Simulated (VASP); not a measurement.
# Y (P6/mmm) in VASP: single point with r2SCAN

Aim: the single point of Y with r2SCAN.

Program: VASP 6.6.1. These are calculated values, not measurements. Logs are shortened: lines on timing, memory, paths and dates and some standing lists are left out, and cuts for length are marked.

### Step 1. The cell of the first run

The structure is hexagonal, space group P6/mmm (No. 191). Conventional cell: a = 3.444 Å, b = 3.444 Å, c = 3.301 Å, α = 90.00°, β = 90.00°, γ = 120.00°. Within 4.3 Å of Y (site symmetry 6/mmm) lie 8 Y at 3.30 to 3.44 Å.

This isn't the form of Y at room conditions, which is hcp.

### Step 2. Single point, r2SCAN

POSCAR reads:

```
Y
1.0
    3.4436880459      0.0000000000      0.0000000000
   -1.7218440230      2.9823213305      0.0000000000
    0.0000000000      0.0000000000      3.3014306519
Y
1
Direct
    0.0000000000      0.0000000000      0.0000000000
```

INCAR.step1 reads:

```
  ALGO = Normal
  EDIFF = 1E-4
  ENCUT = 520
  GGA = PE
  ISMEAR = 0
  LASPH = True
  LCHARG = False
  LREAL = False
  LWAVE = True
  NBANDS = 12
  NELM = 100
  PREC = Accurate
  SIGMA = 0.1
```

INCAR.step2 reads:

```
  ALGO = Normal
  EDIFF = 1E-7
  ENCUT = 520
  ISIF = 2
  ISMEAR = 0
  ISTART = 1
  LASPH = True
  LCHARG = True
  LELF = True
  LMIXTAU = True
  LREAL = False
  LVHAR = True
  LWAVE = False
  METAGGA = R2SCAN
  NBANDS = 12
  NELM = 100
  PREC = Accurate
  SIGMA = 0.1
```

KPOINTS reads:

```
k-points
0
Gamma
  18 18 18
```

Potentials or basis: VASP PAW PBE potentials, release 64 (Y_sv).

The run is started by

```sh
> cat potpaw_PBE.64/Y_sv/POTCAR > POTCAR
> cp INCAR.step1 INCAR
> mpirun -np 1 vasp_std > vasp.out
> cp INCAR.step2 INCAR
> mpirun -np 1 vasp_std > vasp.out
```

OUTCAR:

```text
EDIFF = 1E-7
   ENCUT = 520
   ISIF = 2
   ISMEAR = 0
   ISTART = 1
   LASPH = True
   LREAL = False
   METAGGA = R2SCAN
   NELM = 100
   PREC = Accurate

 ion  position               nearest neighbor table
   1  0.000  0.000  0.000-

  LATTYP: Found a hexagonal cell.
 ALAT       =     3.4436880459
 C/A-ratio  =     0.9586903947

  Lattice vectors:

 A1 = (   3.4436880459,   0.0000000000,   0.0000000000)
 A2 = (  -1.7218440230,   2.9823213305,   0.0000000000)
 A3 = (   0.0000000000,   0.0000000000,   3.3014306519)

Analysis of symmetry for initial positions (statically):
=====================================================================
 Subroutine PRICEL returns:
 Original cell was already a primitive cell.

 Routine SETGRP: Setting up the symmetry group for a
 hexagonal supercell.

 Subroutine GETGRP returns: Found 24 space group operations
 (whereof 24 operations were pure point group operations)
 out of a pool of 24 trial point group operations.

The static configuration has the point symmetry D_6h.

Analysis of symmetry for dynamics (positions and initial velocities):
=====================================================================
 Subroutine PRICEL returns:
 Original cell was already a primitive cell.

 Routine SETGRP: Setting up the symmetry group for a
 hexagonal supercell.

 Subroutine GETGRP returns: Found 24 space group operations
 (whereof 24 operations were pure point group operations)
 out of a pool of 24 trial point group operations.

The dynamic configuration has the point symmetry D_6h.

 Subroutine INISYM returns: Found 24 space group operations
 (whereof 24 operations are pure point group operations),
 and found     1 'primitive' translations

----------------------------------------------------------------------------------------

                                     Primitive cell

  volume of cell :      33.9063

  direct lattice vectors                    reciprocal lattice vectors
     3.443688046  0.000000000  0.000000000     0.290386349  0.167654637  0.000000000
    -1.721844023  2.982321331  0.000000000     0.000000000  0.335309274  0.000000000
     0.000000000  0.000000000  3.301430652     0.000000000  0.000000000  0.302898987

  length of vectors
     3.443688046  3.443688046  3.301430652     0.335309274  0.335309274  0.302898987

  position of ions in fractional coordinates (direct lattice)
     0.000000000  0.000000000  0.000000000

  ion indices of the primitive-cell ions
[... 81 lines left out ...]
   ISYM   =      2    0-nonsym 1-usesym 2-fastsym
   POTIM  = 0.5000    time-step for ionic-motion
   TEBEG  =    0.0;   TEEND  =   0.0 temperature during run
   PSTRESS=    0.0 pullay stress
   NELECT =      11.0000    total number of electrons
   NUPDOWN=      -1.0000    fix difference up-down
   EMIN   =  10.00;   EMAX   =-10.00  energy-range for DOS
   EFERMI =   0.00;   METHOD = LEGACY
   ISMEAR =     0;   SIGMA  =   0.10  broadening in eV -4-tet -1-fermi 0-gaus
   EFERMI_NEDOS =   21; number of points for ismear=-14 and -15
   IALGO  =     38    algorithm
   IMIX   =      4    mixing-type and parameters
     AMIX     =   0.40;   BMIX     =  1.00
     AMIX_MAG =   1.60;   BMIX_MAG =  1.00
  volume/ion in A,a.u.               =      33.91       228.81
  Fermi-wavevector in a.u.,A,eV,Ry     =   1.124896  2.125745 17.216680  1.265390
  Thomas-Fermi vector in A             =   2.261570
   LORBIT       =      0    0 simple, 1 ext, 2 COOP (PROOUT), +10 PAW based schemes
   METAGGA = R2SCAN    functional components
   LHFCALC =     F    Hartree Fock is set to
   AEXX    =    0.0000 exact exchange contribution
   IVDW    =     0    specifies the selected vdW correction
   LEPSILON=     F    determine dielectric tensor
   LRPA    =     F    only Hartree local field effects (RPA)
 non-spin polarized calculation
 Gauss-broadening in eV      SIGMA  =   0.10
  energy-cutoff  :      520.00
  volume of cell :       33.91
 maximum number of plane-waves:       936
 NGX is ok and might be reduce to    28
   NGX = 13   NGY = 13   NGZ = 13

 number of electron      11.0000000 magnetization

 Free energy of the ion-electron system (eV)
  ---------------------------------------------------
  ext. energy  EPLUGINS =         0.00000000
  ---------------------------------------------------
  free energy    TOTEN  =       -19.80718106 eV

  energy without entropy =      -19.79421406  energy(sigma->0) =      -19.80069756

 E-fermi :   2.8666     XC(G=0):  -9.9150

 val. band max:        2.8632315459   @ k =   0.1667  -0.0000   0.0556
 cond. band min:       2.8668692161   @ k =   0.1667   0.0556   0.3889
 fundamental gap:      0.0036376702
 Fermi energy:         2.8665587082

 k-point     1 :       0.0000    0.0000    0.0000
  band No.  band energies     occupation
      1     -41.6031      2.00000
      2     -20.7215      2.00000
      3     -20.5547      2.00000
      4     -20.5547      2.00000
      5      -1.8896      2.00000
      6       2.5262      2.00000
      7       4.9271      0.00000
      8       4.9271      0.00000
      9       8.4931      0.00000
     10       8.4931      0.00000
     11      12.5371      0.00000
     12      13.0851      0.00000
[... 331 lines left out ...]
 k-point    24 :       0.3889    0.1111    0.0000
  band No.  band energies     occupation
      1     -41.5269      2.00000
      2     -21.1650      2.00000
      3     -20.7477      2.00000
      4     -20.6471      2.00000
      5       1.2110      2.00000
      6       2.8913      0.72669
      7       3.4356      0.00000
      8       6.0232      0.00000
      9       7.7231      0.00000
     10       8.7241      0.00000
     11      10.7213      0.00000
     12      11.8714      0.00000

 [... further k-points ...]

------------------------ aborting loop because EDIFF is reached ----------------------------------------

  FORCE on cell =-STRESS in cart. coord.  units (eV):
  Direction    XX          YY          ZZ          XY          YZ          ZX
  --------------------------------------------------------------------------------------
  -------------------------------------------------------------------------------------
  Total        0.0240030      0.0240030      0.0116070     -0.0000000      0.0000000      0.0000000
  in kB        1.1342165      1.1342165      0.5484672     -0.0000000      0.0000000      0.0000000
  external PRESSURE =       0.9389667 kB  Pullay stress =       0.0000000 kB

 VOLUME and BASIS-vectors are now :
 -----------------------------------------------------------------------------
  energy-cutoff  :      520.00
  volume of cell :       33.91
      direct lattice vectors                 reciprocal lattice vectors
     3.443688046  0.000000000  0.000000000     0.290386349  0.167654637  0.000000000
    -1.721844023  2.982321331  0.000000000     0.000000000  0.335309274  0.000000000
     0.000000000  0.000000000  3.301430652     0.000000000  0.000000000  0.302898987

 POSITION                                       TOTAL-FORCE (eV/Angst)
 -----------------------------------------------------------------------------------
      0.00000      0.00000      0.00000         0.000000      0.000000      0.000000
 -----------------------------------------------------------------------------------
    total drift:                               -0.000000     -0.000000     -0.000000

  FREE ENERGIE OF THE ION-ELECTRON SYSTEM (eV)
  ---------------------------------------------------
  free  energy   TOTEN  =       -19.8071810642 eV

  energy  without entropy=      -19.7942140586  energy(sigma->0) =      -19.80069756
```

Wall time 6.8 min (1 thread of Intel Xeon Platinum 8488C (Sapphire Rapids), shared host); peak memory 0.31 GiB.

What came out:

| Quantity | Value |
| --- | --- |
| Free energy | -19.8072 eV |
| Pressure | 0.1 GPa |
| Band gap on the k mesh | zero (an odd number of electrons rules out a gap without spin polarisation) |

Levels at points of the mesh, in eV from the Fermi level:
```tsv
k point	band 3	band 4	band 5	band 6	band 7	band 8	band 9	band 10
(0.00, 0.00, 0.00)	-23.42	-23.42	-4.76	-0.34	2.06	2.06	5.63	5.63
(0.50, 0.00, 0.00)	-23.57	-23.51	-1.84	0.26	0.44	3.03	5.09	6.02
(0.00, 0.00, 0.50)	-23.37	-23.37	-1.90	-0.34	2.66	2.66	3.45	3.45
(0.50, 0.00, 0.50)	-23.98	-23.51	-1.68	-0.32	2.39	4.17	4.33	6.24
```

Caveat: the PAW data sets were made with another functional, which shifts forces and pressure a little.
